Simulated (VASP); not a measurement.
A run of VASP 6.6.1:

Contents of INCAR:

```
ALGO = Normal
EDIFF = 1E-7
ENCUT = 520
GGA = PE
ISIF = 2
ISMEAR = 0
LASPH = True
LCHARG = False
LREAL = False
LWAVE = False
NBANDS = 26
NELM = 80
PREC = Accurate
SIGMA = 0.02
```

File KPOINTS:

```
k-points
0
Gamma
  12 12 6
```

Contents of POSCAR:

```
ZnS
1.0
    3.6805920459      0.0000000000      0.0000000000
   -1.8402960229      3.1874862127      0.0000000000
    0.0000000000      0.0000000000      6.0567449392
Zn S
2 2
Direct
    0.3333333333      0.6666666667      0.0058881503
    0.6666666667      0.3333333333      0.5058881503
    0.3333333333      0.6666666667      0.3791118397
    0.6666666667      0.3333333333      0.8791118397
```

Potentials or basis: VASP PAW PBE potentials, release 64 (Zn, S).

Run with:

```console
$ cat potpaw_PBE.64/Zn/POTCAR potpaw_PBE.64/S/POTCAR > POTCAR
$ mpirun -np 1 vasp_std > vasp.out
```

Hardware: 1 thread of Intel(R) Xeon(R) 6975P-C (Granite Rapids), on a shared host.

**Question.** Estimate the wall time of this run.

**Answer.** Run time: 60 s on 1 thread of Intel(R) Xeon(R) 6975P-C (Granite Rapids) (shared host), peak memory 0.25 GiB. Counts: scf iterations 14, k points 76.
